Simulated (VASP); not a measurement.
Runs of VASP 6.6.1 on C. The structure is that of space group Fmmm (No. 69), or close to it. The cells are those of the table. 

| task | cell | pressure (GPa) |
| --- | --- | --- |
| single point | a = 3.933, b = 3.554, c = 2.382 Å, angles 80.4, 63.0, 36.7°, 2 atoms | 34.8 |
| electric field gradients | a = 3.940, b = 3.542, c = 2.440 Å, angles 80.1, 62.3, 37.6°, 2 atoms | 11.2 |
| single point | a = 4.019, b = 3.613, c = 2.488 Å, angles 80.1, 62.3, 37.6°, 2 atoms | (b) |
| electric field gradients | a = 3.913, b = 3.518, c = 2.423 Å, angles 80.1, 62.3, 37.6°, 2 atoms | 17.8 |
| electric field gradients | a = 3.989, b = 3.575, c = 2.505 Å, angles 79.9, 61.9, 38.2°, 2 atoms | -10.6 |
| single point | a = 3.955, b = 3.562, c = 2.431 Å, angles 80.2, 62.5, 37.3°, 2 atoms | (a) |
| single point | a = 3.886, b = 3.493, c = 2.406 Å, angles 80.1, 62.3, 37.6°, 2 atoms | 25.1 |

Alike in all rows: level PBE; potentials or basis VASP PAW PBE potentials, release 64 (C); no spin polarisation; k mesh 18 × 18 × 18; cutoff (eV) 520; smearing fermi-dirac 0.05 eV.

Fill in the values left out.

(a) 14.0; (b) -5.6.

Caveats: this functional lacks dispersion, which binds the layers, so the pressure and a relaxed spacing across them are unreliable; the cell stands under pressure (at least some runs); the cell stands under tension (at least some runs).
